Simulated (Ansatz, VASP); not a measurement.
## One calculation of Pb, two programs

Contents of INCAR:

```
  ALGO = Normal
  EDIFF = 1E-6
  ENCUT = 520
  GGA = PS
  ISIF = 2
  ISMEAR = -1
  LASPH = True
  LCHARG = True
  LELF = True
  LREAL = False
  LVHAR = True
  LWAVE = False
  NBANDS = 21
  NELM = 100
  PREC = Accurate
  SIGMA = 0.05
```

File KPOINTS:

```
k-points
0
Gamma
  12 12 7
```

POSCAR

```
Pb
1.0
    3.4683618054      0.0000000000      0.0000000000
   -1.7341809027      3.0036894329      0.0000000000
    0.0000000000      0.0000000000      5.5713042082
Pb
2
Direct
    0.3333333333      0.6666666667      0.2500000000
    0.6666666667      0.3333333333      0.7500000000
```

Input for Ansatz:

```yaml
crystal:
  lattice:
    - [3.4683618054, 0.0, 0.0]
    - [-1.7341809027, 3.0036894329, 0.0]
    - [0.0, 0.0, 5.5713042082]
  atoms:
    - { symbol: Pb, position: [0.3333333333, 0.6666666667, 0.25] }
    - { symbol: Pb, position: [0.6666666667, 0.3333333333, 0.75] }
kpoints:
  mp_grid: { grid: [12, 12, 7] }
  band_path:
    path:
      - [0.0, 0.0, 0.0]
      - [0.5, 0.0, 0.0]
      - [0.3333333333, 0.3333333333, 0.0]
      - [0.0, 0.0, 0.0]
      - [0.0, 0.0, 0.5]
      - [0.5, 0.0, 0.5]
      - [0.3333333333, 0.3333333333, 0.5]
      - [0.0, 0.0, 0.5]
      - [0.5, 0.0, 0.5]
    npoints: 5
scf:
  occupations: { method: fermi_dirac, width: 0.05 }
hamiltonian:
  xc: pbesol
  pseudopotentials: { kind: all_electron, lapw: { basis_error: 0.0005 } }
output:
  forces: true
  stress: true
  eigenvalues: true
```

Change from the starting cell: volume scaled by 0.99.

Alike in both runs: task single point; functional PBEsol; k mesh 12 × 12 × 7; occupations fermi-dirac, width 0.05 eV; no spin polarisation.

|  | VASP | Ansatz |
| --- | --- | --- |
| version | VASP 6.6.1 | Ansatz 0.2.0 |
| potentials or method | VASP PAW PBE potentials, release 64 (Pb_d), cutoff 520 eV | all-electron LAPW, scalar-relativistic |

```csv
,VASP,Ansatz,Ansatz less VASP
pressure (GPa),1.3,1.4,+0.08
```

VASP's potentials were made for PBE, not for PBEsol. Ansatz ran all-electron here, and VASP with PAW potentials.

Neither program's run includes spin-orbit coupling.
